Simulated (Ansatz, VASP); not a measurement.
## Two plane-wave programs on GaP

```xyz
2
Lattice="0.0000 2.7258 2.7258 2.7258 0.0000 2.7258 2.7258 2.7258 0.0000" Properties=species:S:1:pos:R:3 pbc="T T T"
Ga    0.0000    0.0000    0.0000
P     1.3629    1.3629    1.3629
```

Alike in both runs: task single point; functional PBE; k mesh 6 × 6 × 6; occupations gaussian, width 0.1 eV; no spin polarisation.

```csv
,VASP,Ansatz
version,VASP 6.6.1,Ansatz 0.2.0
potentials or method,"VASP PAW PBE potentials, release 64 (Ga_d, P), cutoff 500 eV","scalar-relativistic, plane waves, PAW"
valence electrons in the cell,18,18
```

```tsv
	VASP	Ansatz	Ansatz less VASP
gap on the k mesh at the Fermi level (eV)	1.65	1.65	0.000
least direct gap on the mesh (eV)	1.82	1.82	+0.002
pressure (GPa)	2.4	2.5	+0.09
```

The functional is the same, so the differences come from potentials, cutoffs and numerics.
